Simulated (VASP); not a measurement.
# BiS (Pm-3m) in VASP: notebook

The runs below take BiS through single point, with PBE0, PBEsol-based global hybrid with 25 % exact exchange, r2SCAN50, HSE06.

Program: VASP 6.6.1. These are calculated values, not measurements. Logs are shortened: lines on timing, memory, paths and dates and some standing lists are left out, and cuts for length are marked.

## (1) The cell of the first run

The structure is cubic, space group Pm-3m (No. 221). Conventional cell: a = 4.003 Å, b = 4.003 Å, c = 4.003 Å, α = 90.00°, β = 90.00°, γ = 90.00°. Bi (site symmetry m-3m) has 8 S at 3.47 Å and 6 Bi at 4.00 Å within 4.6 Å. Within 4.6 Å of S (site symmetry m-3m) lie 8 Bi at 3.47 Å and 6 S at 4.00 Å.

## (2) Single point, PBE0

POSCAR

```
BiS
1.0
    4.0029443400      0.0000000000      0.0000000000
    0.0000000000      4.0029443400      0.0000000000
    0.0000000000      0.0000000000      4.0029443400
Bi S
1 1
Direct
    0.5000000000      0.5000000000      0.5000000000
    0.0000000000      0.0000000000      0.0000000000
```

INCAR.step1

```
SYSTEM = BiS
PREC     = Accurate       ! precision mode
ENCUT    = 520            ! plane-wave cutoff, eV
EDIFF    = 1E-5           ! SCF threshold, eV
ISMEAR   = -1             ! smearing method
SIGMA    = 0.05           ! smearing width, eV
LREAL    = .False.        ! projectors in reciprocal space
LASPH    = .True.         ! aspherical terms in the spheres
NELM     = 100            ! most SCF steps
ALGO     = Normal         ! electronic algorithm
ISIF     = 2              ! what is computed and relaxed
LWAVE    = .True.         ! write WAVECAR
LCHARG   = .False.        ! write CHGCAR
NBANDS   = 18             ! bands
GGA      = PE             ! functional
```

INCAR.step2

```
SYSTEM = BiS
PREC     = Accurate       ! precision mode
ENCUT    = 520            ! plane-wave cutoff, eV
EDIFF    = 1E-7           ! SCF threshold, eV
ISMEAR   = -1             ! smearing method
SIGMA    = 0.05           ! smearing width, eV
LREAL    = .False.        ! projectors in reciprocal space
LASPH    = .True.         ! aspherical terms in the spheres
NELM     = 100            ! most SCF steps
ALGO     = Normal         ! electronic algorithm
ISIF     = 2              ! what is computed and relaxed
LWAVE    = .False.        ! write WAVECAR
LCHARG   = .False.        ! write CHGCAR
GGA      = PE             ! functional
LHFCALC  = .True.         ! exact exchange
AEXX     = 0.25           ! exact-exchange fraction
PRECFOCK = Normal       
NBANDS   = 18             ! bands
ISTART   = 1
```

KPOINTS

```
regular mesh
0
Gamma
  4 4 4
  0 0 0
```

Potentials or basis: VASP PAW PBE potentials, release 64 (Bi_d, S).

The run is started by

```
$ cat potpaw_PBE.64/Bi_d/POTCAR potpaw_PBE.64/S/POTCAR > POTCAR
$ cp INCAR.step1 INCAR
$ mpirun -np 1 vasp_std > vasp.out
$ cp INCAR.step2 INCAR
$ mpirun -np 1 vasp_std > vasp.out
```

OUTCAR:

```text
SYSTEM = BiS
   PREC = Accurate
   ENCUT = 520
   EDIFF = 1E-7
   ISMEAR = -1
   LREAL = .False.
   LASPH = .True.
   NELM = 100
   ISIF = 2
   GGA = PE
   LHFCALC = .True.
   AEXX = 0.25
   PRECFOCK = Normal
   ISTART = 1

 ion  position               nearest neighbor table
   1  0.500  0.500  0.500-
   2  0.000  0.000  0.000-

  LATTYP: Found a simple cubic cell.
 ALAT       =     4.0029443400

  Lattice vectors:

 A1 = (   4.0029443400,   0.0000000000,   0.0000000000)
 A2 = (   0.0000000000,   4.0029443400,   0.0000000000)
 A3 = (   0.0000000000,   0.0000000000,   4.0029443400)

Analysis of symmetry for initial positions (statically):
=====================================================================
 Subroutine PRICEL returns:
 Original cell was already a primitive cell.

 Routine SETGRP: Setting up the symmetry group for a
 simple cubic supercell.

 Subroutine GETGRP returns: Found 48 space group operations
 (whereof 48 operations were pure point group operations)
 out of a pool of 48 trial point group operations.

The static configuration has the point symmetry O_h .

Analysis of symmetry for dynamics (positions and initial velocities):
=====================================================================
 Subroutine PRICEL returns:
 Original cell was already a primitive cell.

 Routine SETGRP: Setting up the symmetry group for a
 simple cubic supercell.

 Subroutine GETGRP returns: Found 48 space group operations
 (whereof 48 operations were pure point group operations)
 out of a pool of 48 trial point group operations.

The dynamic configuration has the point symmetry O_h .

 Subroutine INISYM returns: Found 48 space group operations
 (whereof 48 operations are pure point group operations),
 and found     1 'primitive' translations

----------------------------------------------------------------------------------------

                                     Primitive cell

  volume of cell :      64.1414
[... 70 lines left out ...]
   LSORBIT =      F    spin-orbit coupling
   LASPH  =      T    aspherical Exc in radial PAW
   ENCUT  =  520.0 eV  38.22 Ry    6.18 a.u.   7.44  7.44  7.44*2*pi/ulx,y,z
   NELM   =    100;   NELMIN=  2; NELMDL=  0     # of ELM steps
   EDIFF  = 0.1E-06   stopping-criterion for ELM
   LREAL  =      F    real-space projection
   EDIFFG = 0.1E-05   stopping-criterion for IOM
   NSW    =      0    number of steps for IOM
   IBRION =     -1    ionic relax: 0-MD 1-quasi-New 2-CG
   NFREE  =      0    steps in history (QN), initial steepest desc. (CG)
   ISIF   =      2    stress and relaxation
   ISYM   =      3    0-nonsym 1-usesym 2-fastsym
   POTIM  = 0.5000    time-step for ionic-motion
   TEBEG  =    0.0;   TEEND  =   0.0 temperature during run
   PSTRESS=    0.0 pullay stress
   NELECT =      21.0000    total number of electrons
   NUPDOWN=      -1.0000    fix difference up-down
   EMIN   =  10.00;   EMAX   =-10.00  energy-range for DOS
   EFERMI =   0.00;   METHOD = LEGACY
   ISMEAR =    -1;   SIGMA  =   0.05  broadening in eV -4-tet -1-fermi 0-gaus
   EFERMI_NEDOS =   21; number of points for ismear=-14 and -15
   IALGO  =     38    algorithm
   IMIX   =      1    mixing-type and parameters
     AMIX     =   0.40;   BMIX     =  1.00
     AMIX_MAG =   1.60;   BMIX_MAG =  1.00
  volume/ion in A,a.u.               =      32.07       216.42
  Fermi-wavevector in a.u.,A,eV,Ry     =   1.128327  2.132229 17.321879  1.273122
  Thomas-Fermi vector in A             =   2.265017
   LORBIT       =      0    0 simple, 1 ext, 2 COOP (PROOUT), +10 PAW based schemes
   GGA     = PE    functional components
   LHFCALC =     T    Hartree Fock is set to
   PRECFOCK=normal    Normal, Fast or Accurate (Low or Medium for compatibility)
   ENCUT4O =  -1.0   cutoff for four orbital integrals eV
   NKREDX  =     1    reduce k-point grid by
   NKREDY  =     1    reduce k-point grid by
   NKREDZ  =     1    reduce k-point grid by
   AEXX    =    0.2500 exact exchange contribution
   HFSCREEN=    0.0000 screening length (either q_TF or 0.3 A-1)
   HFSCREENC=   0.0000 screening length for correlation (either q_TF or 0.3 A-1)
   ENCUTFOCK=  -1.0 apply spherical cutoff to Coloumb kernel
   IVDW    =     0    specifies the selected vdW correction
   LEPSILON=     F    determine dielectric tensor
   LRPA    =     F    only Hartree local field effects (RPA)
 non-spin polarized calculation
  energy-cutoff  :      520.00
  volume of cell :       64.14
 maximum number of plane-waves:      1750
 NGX is ok and might be reduce to    30
  NGX = 24; NGY = 24; NGZ = 24

 number of electron      21.0000015 magnetization

 Free energy of the ion-electron system (eV)
  ---------------------------------------------------
  ext. energy  EPLUGINS =         0.00000000
  ---------------------------------------------------
  free energy    TOTEN  =        -9.53988952 eV

  energy without entropy =       -9.52788696  energy(sigma->0) =       -9.53388824

 E-fermi :   4.1096     XC(G=0):  -7.2462

 val. band max:        4.0747917516   @ k =   0.2500   0.2500   0.0000
 cond. band min:       4.8294862618   @ k =   0.5000   0.5000   0.2500
 fundamental gap:      0.7546945102
 Fermi energy:         4.1095613356

 k-point     1 :       0.0000    0.0000    0.0000
  band No.  band energies     occupation
      1     -22.0151      2.00000
      2     -22.0151      2.00000
      3     -21.9681      2.00000
      4     -21.9681      2.00000
      5     -21.9681      2.00000
      6     -10.7704      2.00000
[... 187 lines left out ...]
      5     -21.9645      2.00000
      6      -9.1677      2.00000
[... 10 lines left out ...]
     17      19.1008      0.00000
     18      19.1008      0.00000

------------------------ aborting loop because EDIFF is reached ----------------------------------------

  FORCE on cell =-STRESS in cart. coord.  units (eV):
  Direction    XX          YY          ZZ          XY          YZ          ZX
  --------------------------------------------------------------------------------------
  -------------------------------------------------------------------------------------
  Total       -5.4397860     -5.4397860     -5.4397860      0.0000000      0.0000000     -0.0000000
  in kB     -135.8794385   -135.8794385   -135.8794385      0.0000000      0.0000000     -0.0000000
  external PRESSURE =    -135.8794385 kB  Pullay stress =       0.0000000 kB

 VOLUME and BASIS-vectors are now :
 -----------------------------------------------------------------------------
  energy-cutoff  :      520.00
  volume of cell :       64.14
      direct lattice vectors                 reciprocal lattice vectors
     4.002944340  0.000000000  0.000000000     0.249816114  0.000000000  0.000000000
     0.000000000  4.002944340  0.000000000     0.000000000  0.249816114  0.000000000
     0.000000000  0.000000000  4.002944340     0.000000000  0.000000000  0.249816114

 POSITION                                       TOTAL-FORCE (eV/Angst)
 -----------------------------------------------------------------------------------
      2.00147      2.00147      2.00147         0.000000      0.000000      0.000000
      0.00000      0.00000      0.00000         0.000000      0.000000      0.000000
 -----------------------------------------------------------------------------------
    total drift:                                0.000000      0.000000      0.000000

  FREE ENERGIE OF THE ION-ELECTRON SYSTEM (eV)
  ---------------------------------------------------
  free  energy   TOTEN  =        -9.5398895183 eV

  energy  without entropy=       -9.5278869626  energy(sigma->0) =       -9.53388824
```

OSZICAR.step1:

```text
N       E                     dE             d eps       ncg     rms          rms(c)
DAV:   1     0.156448572912E+03    0.15645E+03   -0.10393E+04   360   0.116E+03
DAV:   2     0.567439191279E+01   -0.15077E+03   -0.14587E+03   400   0.300E+02
DAV:   3    -0.746030024035E+01   -0.13135E+02   -0.13010E+02   430   0.915E+01
DAV:   4    -0.783731206651E+01   -0.37701E+00   -0.37608E+00   464   0.167E+01
DAV:   5    -0.784880062883E+01   -0.11489E-01   -0.11487E-01   486   0.277E+00    0.413E+00
DAV:   6    -0.716820921383E+01    0.68059E+00   -0.33818E+00   472   0.691E+00    0.280E+00
DAV:   7    -0.714892727099E+01    0.19282E-01   -0.19170E-01   398   0.213E+00    0.146E+00
DAV:   8    -0.714155642106E+01    0.73708E-02   -0.45308E-02   392   0.118E+00    0.409E-01
DAV:   9    -0.714140791308E+01    0.14851E-03   -0.26773E-03   476   0.228E-01    0.185E-01
DAV:  10    -0.714165190639E+01   -0.24399E-03   -0.36782E-04   400   0.183E-01    0.971E-02
DAV:  11    -0.714162876621E+01    0.23140E-04   -0.39100E-05   456   0.433E-02    0.700E-03
DAV:  12    -0.714162924278E+01   -0.47657E-06   -0.40620E-06   244   0.112E-02
   1 F= -.71416292E+01 E0= -.71340901E+01  d E =-.150783E-01
```

Run time: 14 min. Hardware: 1 thread of Intel Xeon Platinum 8259CL at 2.50GHz (Skylake/Cascade Lake), shared host; peak memory 0.18 GiB.

What came out:

- Free energy: -9.5399 eV
- Pressure: -13.6 GPa
- Band gap on the k mesh: zero (an odd number of electrons rules out a gap without spin polarisation)

Caveat: the k points lie up to 0.39 Å⁻¹ apart, too coarse for converged energies and pressures of a metal; the PAW data sets were made with another functional, which shifts forces and pressure a little; spin-orbit coupling is left out, which moves the levels of the heavy elements; an odd number of electrons without spin polarisation forces a metal; a magnetic or distorted state may lie lower.

[end of part 1 of 2]

The gap in the log of VASP goes by the Fermi energy; the results here count the filled bands.